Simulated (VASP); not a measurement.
# Se (Fd-3m) in VASP: a series of runs

Runs on Se. Level: PBE. Tasks: single point.

Everything below comes from runs of VASP 6.6.1. Logs are shortened: lines on timing, memory, paths and dates and some standing lists are left out, and cuts for length are marked.

### 1 The cell of the first run

The structure is cubic, space group Fd-3m (No. 227). Conventional cell: a = 6.251 Å, b = 6.251 Å, c = 6.251 Å, α = 90.00°, β = 90.00°, γ = 90.00°. Se (site symmetry -43m) has 4 Se at 2.71 Å within 3.6 Å.

### 2 Single point, PBE, collinear spin, zero start

INCAR reads:

```
SYSTEM = Se
ALGO = Normal
EDIFF = 1E-6
ENCUT = 520
GGA = PE
ISIF = 2
ISMEAR = 1
ISPIN = 2
ISYM = 0
LASPH = .TRUE.
LCHARG = .FALSE.
LORBIT = 11
LREAL = .FALSE.
LWAVE = .FALSE.
MAGMOM = 0 0
NBANDS = 17
NELM = 150
PREC = Accurate
SIGMA = 0.0041
```

KPOINTS reads:

```
k-points
0
G
  3 6 5
  0 0 0
```

POSCAR reads:

```
Se
1.0
    0.0000000000      3.1255665700      3.1255665700
    3.1255665700      0.0000000000      3.1255665700
    3.1255665700      3.1255665700      0.0000000000
Se
2
Direct
    0.5000000000      0.5000000000      0.5000000000
    0.7500000000      0.7500000000      0.7500000000
```

Potentials or basis: VASP PAW PBE potentials, release 64 (Se).

Started as:

```bash
$ cat potpaw_PBE.64/Se/POTCAR > POTCAR
$ mpirun -np 1 vasp_std > vasp.out
```

OUTCAR:

```text
SYSTEM = Se
   EDIFF = 1E-6
   ENCUT = 520
   GGA = PE
   ISIF = 2
   ISMEAR = 1
   ISPIN = 2
   ISYM = 0
   LASPH = .TRUE.
   LORBIT = 11
   LREAL = .FALSE.
   NELM = 150
   PREC = Accurate

 ion  position               nearest neighbor table
   1  0.500  0.500  0.500-   2 2.71   2 2.71   2 2.71   2 2.71
   2  0.750  0.750  0.750-   1 2.71   1 2.71   1 2.71   1 2.71

IMPORTANT INFORMATION: All symmetrisations will be switched off!
NOSYMM: (Re-)initialisation of all symmetry stuff for point group C_1.

----------------------------------------------------------------------------------------

                                     Primitive cell

  volume of cell :      61.0684

  direct lattice vectors                    reciprocal lattice vectors
     0.000000000  3.125566570  3.125566570    -0.159970997  0.159970997  0.159970997
     3.125566570  0.000000000  3.125566570     0.159970997 -0.159970997  0.159970997
     3.125566570  3.125566570  0.000000000     0.159970997  0.159970997 -0.159970997

  length of vectors
     4.420218633  4.420218633  4.420218633     0.277077894  0.277077894  0.277077894

  position of ions in fractional coordinates (direct lattice)
     0.500000000  0.500000000  0.500000000
     0.750000000  0.750000000  0.750000000

  ion indices of the primitive-cell ions
   primitive index   ion index
                 1           1
                 2           2

----------------------------------------------------------------------------------------

 KPOINTS: k-points

Automatic generation of k-mesh.
 Grid dimensions read from file:
 generate k-points for:    3    6    5

 Generating k-lattice:

  Cartesian coordinates                     Fractional coordinates (reciprocal lattice)
    -0.053323666  0.053323666  0.053323666     0.333333333  0.000000000  0.000000000
     0.026661833 -0.026661833  0.026661833     0.000000000  0.166666667  0.000000000
     0.031994199  0.031994199 -0.031994199     0.000000000  0.000000000  0.200000000

  Length of vectors
     0.092359298  0.046179649  0.055415579

  Shift w.r.t. Gamma in fractional coordinates (k-lattice)
     0.000000000  0.000000000  0.000000000

 -----------------------------------------------------------------------------
|                                                                             |
|           W    W    AA    RRRRR   N    N  II  N    N   GGGG   !!!           |
|           W    W   A  A   R    R  NN   N  II  NN   N  G    G  !!!           |
|           W    W  A    A  R    R  N N  N  II  N N  N  G       !!!           |
|           W WW W  AAAAAA  RRRRR   N  N N  II  N  N N  G  GGG   !            |
|           WW  WW  A    A  R   R   N   NN  II  N   NN  G    G                |
|           W    W  A    A  R    R  N    N  II  N    N   GGGG   !!!           |
|                                                                             |
|     Your reciprocal lattice and k-lattice belong to different lattice       |
|     classes:                                                                |
|                                                                             |
|        The reciprocal lattice is body-centered cubic,                       |
|        whereas your k-lattice is triclinic.                                 |
|                                                                             |
|     Results are often still useful ...                                      |
|                                                                             |
 -----------------------------------------------------------------------------

 WARNING: IBZKPT: internal override: KBLOWUP is changed to .FALSE.
      ... skipping the blow-up phase ...

 Subroutine IBZKPT returns following result:
 ===========================================

 Found     46 irreducible k-points:

 Following reciprocal coordinates:
            Coordinates               Weight
  0.000000  0.000000  0.000000      1.000000
  0.333333  0.000000  0.000000      2.000000
  0.000000  0.166667  0.000000      2.000000
  0.333333  0.166667  0.000000      2.000000
 -0.333333  0.166667  0.000000      2.000000
  0.000000  0.333333  0.000000      2.000000
[... 16 lines left out ...]
  0.000000 -0.333333  0.200000      2.000000
  0.333333 -0.333333  0.200000      2.000000
 [... further k-points ...]
   k-points           NKPTS =     46   k-points in BZ     NKDIM =     46   number of bands    NBANDS=     17
   number of dos      NEDOS =    301   number of ions     NIONS =      2
   total plane-waves  NPLWV =  46656
   dimension x,y,z NGX =    36 NGY =   36 NGZ =   36
   dimension x,y,z NGXF=    72 NGYF=   72 NGZF=   72
   ions per type =               2
   NGX,Y,Z   is equivalent  to a cutoff of  13.54, 13.54, 13.54 a.u.
   NGXF,Y,Z  is equivalent  to a cutoff of  27.08, 27.08, 27.08 a.u.
 SYSTEM =  Se
   PREC   = accura    normal or accurate (medium, high low for compatibility)
   ISTART =      0    job   : 0-new  1-cont  2-samecut
   ICHARG =      2    charge: 1-file 2-atom 10-const
   ISPIN  =      2    spin polarized calculation?
   LNONCOLLINEAR =      F non collinear calculations
   LSORBIT =      F    spin-orbit coupling
   LASPH  =      T    aspherical Exc in radial PAW
   ENCUT  =  520.0 eV  38.22 Ry    6.18 a.u.   8.22  8.22  8.22*2*pi/ulx,y,z
   NELM   =    150;   NELMIN=  2; NELMDL= -5     # of ELM steps
   EDIFF  = 0.1E-05   stopping-criterion for ELM
   LREAL  =      F    real-space projection
   EDIFFG = 0.1E-04   stopping-criterion for IOM
   NSW    =      0    number of steps for IOM
   IBRION =     -1    ionic relax: 0-MD 1-quasi-New 2-CG
   NFREE  =      0    steps in history (QN), initial steepest desc. (CG)
   ISIF   =      2    stress and relaxation
   ISYM   =      0    0-nonsym 1-usesym 2-fastsym
   POTIM  = 0.5000    time-step for ionic-motion
   TEBEG  =    0.0;   TEEND  =   0.0 temperature during run
   PSTRESS=    0.0 pullay stress
   NELECT =      12.0000    total number of electrons
   NUPDOWN=      -1.0000    fix difference up-down
   EMIN   =  10.00;   EMAX   =-10.00  energy-range for DOS
   EFERMI =   0.00;   METHOD = LEGACY
   ISMEAR =     1;   SIGMA  =   0.00  broadening in eV -4-tet -1-fermi 0-gaus
   EFERMI_NEDOS =   21; number of points for ismear=-14 and -15
   IALGO  =     38    algorithm
   IMIX   =      4    mixing-type and parameters
     AMIX     =   0.40;   BMIX     =  1.00
     AMIX_MAG =   1.60;   BMIX_MAG =  1.00
  volume/ion in A,a.u.               =      30.53       206.05
  Fermi-wavevector in a.u.,A,eV,Ry     =   0.951765  1.798575 12.324933  0.905857
  Thomas-Fermi vector in A             =   2.080266
   LORBIT       =     11    0 simple, 1 ext, 2 COOP (PROOUT), +10 PAW based schemes
   GGA     = PE    functional components
   LHFCALC =     F    Hartree Fock is set to
   AEXX    =    0.0000 exact exchange contribution
   IVDW    =     0    specifies the selected vdW correction
   LEPSILON=     F    determine dielectric tensor
   LRPA    =     F    only Hartree local field effects (RPA)
 spin polarized calculation
 Methfessel and Paxton  Order N= 1 SIGMA  =   0.00
  energy-cutoff  :      520.00
  volume of cell :       61.07
 maximum number of plane-waves:      1676
 NGX is ok and might be reduce to    36
   NGX = 17   NGY = 17   NGZ = 17

 number of electron      12.0000001 magnetization      -0.0020890

 number of electron      12.0000001 magnetization       0.0019807

 Free energy of the ion-electron system (eV)
  ---------------------------------------------------
  ext. energy  EPLUGINS =         0.00000000
  ---------------------------------------------------
  free energy    TOTEN  =        -5.96396379 eV

  energy without entropy =       -5.96390191  energy(sigma->0) =       -5.96394316

 E-fermi :   2.4420     XC(G=0):  -8.3115

 val. band max:        2.4417649647   @ k =   0.3333   0.0000   0.0000
 cond. band min:       2.4430596450   @ k =   0.3333   0.0000   0.0000
 fundamental gap:      0.0012946803
 Fermi energy:         2.4420061967

 spin component 1

 k-point     1 :       0.0000    0.0000    0.0000
  band No.  band energies     occupation
      1     -13.1442      1.00000
      2      -7.7981      1.00000
      3      -1.1794      1.00000
      4      -1.1724      1.00000
      5      -1.1599      1.00000
      6       1.5479      1.00000
[... 9 lines left out ...]
     16      18.0322      0.00000
     17      18.0399      0.00000

 k-point     2 :       0.3333    0.0000    0.0000
  band No.  band energies     occupation
      1     -12.4773      1.00000
      2      -9.2239      1.00000
      3      -1.7547      1.00000
      4      -1.7425      1.00000
      5      -1.6560      1.00000
      6       2.4418      0.54970
[... 9 lines left out ...]
     16      16.5213      0.00000
     17      16.5237      0.00000

 k-point     3 :       0.0000    0.1667    0.0000
  band No.  band energies     occupation
      1     -12.9583      1.00000
      2      -8.2605      1.00000
      3      -1.4090      1.00000
      4      -1.3936      1.00000
      5      -1.2988      1.00000
      6       1.8972      1.00000
[... 9 lines left out ...]
     16      16.7805      0.00000
     17      16.8424      0.00000

 k-point     4 :       0.3333    0.1667    0.0000
  band No.  band energies     occupation
      1     -12.4869      1.00000
      2      -9.1890      1.00000
      3      -2.2743      1.00000
      4      -2.0535      1.00000
      5      -0.4449      1.00000
      6       1.3828      1.00000
[... 9 lines left out ...]
     16      15.6400      0.00000
     17      15.7876      0.00000
[... 343 lines left out ...]
      1     -11.1622      1.00000
      2     -10.9185      1.00000
      3      -2.9514      1.00000
      4      -2.8199      1.00000
      5       0.8855      1.00000
      6       1.1929      1.00000
[... 9 lines left out ...]
     16      15.8557      0.00000
     17      16.5166      0.00000

 k-point    23 :       0.0000   -0.3333    0.2000
  band No.  band energies     occupation
      1     -12.0466      1.00000
      2      -9.8700      1.00000
      3      -2.9191      1.00000
      4      -1.9934      1.00000
      5      -0.4797      1.00000
      6       2.4611     -0.00000
[... 9 lines left out ...]
     16      16.5779      0.00000
     17      17.2887      0.00000

 k-point    24 :       0.3333   -0.3333    0.2000
  band No.  band energies     occupation
      1     -11.6059      1.00000
      2     -10.4292      1.00000
      3      -3.0947      1.00000
      4      -2.4632      1.00000
      5       0.2626      1.00000
      6       1.9598      1.00000
[... 9 lines left out ...]
     16      16.0569      0.00000
     17      16.9066      0.00000

 [... further k-points ...]

 spin component 2

 k-point     1 :       0.0000    0.0000    0.0000
  band No.  band energies     occupation
      1     -13.1434      1.00000
      2      -7.7972      1.00000
      3      -1.1786      1.00000
      4      -1.1721      1.00000
      5      -1.1590      1.00000
      6       1.5489      1.00000
[... 9 lines left out ...]
     16      18.0335      0.00000
     17      18.0400      0.00000

 k-point     2 :       0.3333    0.0000    0.0000
  band No.  band energies     occupation
      1     -12.4766      1.00000
      2      -9.2231      1.00000
      3      -1.7540      1.00000
      4      -1.7413      1.00000
      5      -1.6558      1.00000
      6       2.4434      0.23399
[... 9 lines left out ...]
     16      16.5218      0.00000
     17      16.5246      0.00000

 k-point     3 :       0.0000    0.1667    0.0000
  band No.  band energies     occupation
      1     -12.9575      1.00000
      2      -8.2597      1.00000
      3      -1.4082      1.00000
      4      -1.3932      1.00000
      5      -1.2978      1.00000
      6       1.8987      1.00000
[... 9 lines left out ...]
     16      16.7810      0.00000
     17      16.8459      0.00000

 k-point     4 :       0.3333    0.1667    0.0000
  band No.  band energies     occupation
      1     -12.4861      1.00000
      2      -9.1882      1.00000
      3      -2.2738      1.00000
      4      -2.0526      1.00000
      5      -0.4442      1.00000
      6       1.3838      1.00000
[... 9 lines left out ...]
     16      15.6409      0.00000
     17      15.7884      0.00000
[... 343 lines left out ...]
      1     -11.1614      1.00000
      2     -10.9177      1.00000
      3      -2.9506      1.00000
      4      -2.8192      1.00000
      5       0.8861      1.00000
      6       1.1937      1.00000
[... 9 lines left out ...]
     16      15.8563      0.00000
     17      16.5170      0.00000

 k-point    23 :       0.0000   -0.3333    0.2000
  band No.  band energies     occupation
      1     -12.0458      1.00000
      2      -9.8692      1.00000
      3      -2.9182      1.00000
      4      -1.9926      1.00000
      5      -0.4790      1.00000
      6       2.4617     -0.00000
[... 9 lines left out ...]
     16      16.5787      0.00000
     17      17.2897      0.00000

 k-point    24 :       0.3333   -0.3333    0.2000
  band No.  band energies     occupation
      1     -11.6051      1.00000
      2     -10.4284      1.00000
      3      -3.0939      1.00000
      4      -2.4628      1.00000
      5       0.2638      1.00000
      6       1.9610      1.00000
[... 9 lines left out ...]
     16      16.0575      0.00000
     17      16.9076      0.00000

 [... further k-points ...]
[... 5 lines left out ...]
  --------------------------------------------------------------------------------------
  -------------------------------------------------------------------------------------
  Total        0.9850148      0.5884628      0.4255899      0.1849332     -0.0112368      0.1546341
  in kB       25.8426531     15.4387928     11.1656917      4.8518694     -0.2948073      4.0569500
  external PRESSURE =      17.4823792 kB  Pullay stress =       0.0000000 kB

 VOLUME and BASIS-vectors are now :
 -----------------------------------------------------------------------------
  energy-cutoff  :      520.00
  volume of cell :       61.07
      direct lattice vectors                 reciprocal lattice vectors
     0.000000000  3.125566570  3.125566570    -0.159970997  0.159970997  0.159970997
     3.125566570  0.000000000  3.125566570     0.159970997 -0.159970997  0.159970997
     3.125566570  3.125566570  0.000000000     0.159970997  0.159970997 -0.159970997

 POSITION                                       TOTAL-FORCE (eV/Angst)
 -----------------------------------------------------------------------------------
      3.12557      3.12557      3.12557        -0.195727     -0.092155     -0.060395
      4.68835      4.68835      4.68835         0.195727      0.092155      0.060395
 -----------------------------------------------------------------------------------
    total drift:                                0.000000     -0.000000     -0.000000

  FREE ENERGIE OF THE ION-ELECTRON SYSTEM (eV)
  ---------------------------------------------------
  free  energy   TOTEN  =        -5.9639637876 eV

  energy  without entropy=       -5.9639019050  energy(sigma->0) =       -5.96394316

 total charge

# of ion       s       p       d       tot
------------------------------------------
    1        1.551   2.067   0.041   3.659
    2        1.551   2.067   0.041   3.659
--------------------------------------------------
tot          3.103   4.134   0.081   7.318

 magnetization (x)

# of ion       s       p       d       tot
------------------------------------------
    1        0.000   0.005   0.000   0.005
    2        0.000   0.005   0.000   0.005
--------------------------------------------------
tot          0.000   0.009   0.000   0.010
```

It took 2 min on 1 thread of Intel Xeon Platinum 8375C at 2.90GHz (Ice Lake), shared host; peak memory 0.27 GiB.

Results:

- Free energy: -5.9640 eV
- Pressure: 1.7 GPa
- Band gap on the k mesh: zero (filled and empty bands overlap)
- Net moment: 0.00 μB per cell
- Valence electrons inside the program's atomic spheres: Se 3.66

Caveat: the k points lie up to 0.58 Å⁻¹ apart.

### 3 Single point, PBE, collinear spin, zero start

INCAR reads:

```
  PREC = Accurate
  ENCUT = 520
  EDIFF = 1E-6
  ISMEAR = 1
  SIGMA = 0.49
  LREAL = False
  LASPH = True
  NELM = 150
  ALGO = Normal
  ISIF = 2
  LWAVE = False
  LCHARG = True
  ISPIN = 2
  MAGMOM = 0 0
  LORBIT = 11
  GGA = PE
  LELF = True
  LVHAR = True
  NBANDS = 17
```

KPOINTS reads:

```
Automatic mesh
0
Gamma
  2 2 2
```

POSCAR is that of step 2.

Potentials or basis: VASP PAW PBE potentials, release 64 (Se).

Started as:

```bash
$ cat potpaw_PBE.64/Se/POTCAR > POTCAR
$ mpirun -np 1 vasp_std > vasp.out
```

It took 13 s on 1 thread of AMD EPYC 9R14 (Zen 4), shared host; peak memory 0.19 GiB.

Results (log left out):

```yaml
Free_energy: -6.7727 eV
Pressure: -4.5 GPa
Band_gap_on_the_k_mesh: zero (filled and empty bands overlap)
Net_moment: 0.00 μB per cell
Valence_electrons_inside_the_program's_atomic_spheres: Se 3.63
```

Levels at points of the mesh, in eV from the Fermi level:
Spin up:
| k point | band 2 | band 3 | band 4 | band 5 | band 6 | band 7 | band 8 | band 9 | band 10 | band 11 |
| --- | --- | --- | --- | --- | --- | --- | --- | --- | --- | --- |
| (0.00, 0.00, 0.00) | -10.35 | -3.68 | -3.68 | -3.68 | -0.94 | -0.94 | -0.94 | 4.32 | 7.53 | 7.53 |
| (0.50, 0.00, 0.00) | -12.32 | -4.39 | -4.39 | -4.33 | 0.16 | 0.16 | 1.62 | 6.79 | 6.83 | 7.92 |
| (0.50, 0.50, 0.00) | -13.57 | -5.18 | -5.18 | -2.12 | -2.12 | 2.09 | 2.09 | 6.14 | 6.14 | 9.70 |
Spin down:
| k point | band 2 | band 3 | band 4 | band 5 | band 6 | band 7 | band 8 | band 9 | band 10 | band 11 |
| --- | --- | --- | --- | --- | --- | --- | --- | --- | --- | --- |
| (0.00, 0.00, 0.00) | -10.35 | -3.68 | -3.68 | -3.68 | -0.94 | -0.94 | -0.94 | 4.32 | 7.53 | 7.53 |
| (0.50, 0.00, 0.00) | -12.32 | -4.39 | -4.39 | -4.33 | 0.16 | 0.16 | 1.62 | 6.79 | 6.83 | 7.92 |
| (0.50, 0.50, 0.00) | -13.57 | -5.18 | -5.18 | -2.12 | -2.12 | 2.09 | 2.09 | 6.14 | 6.14 | 9.70 |

Caveat: the k points lie up to 0.87 Å⁻¹ apart.
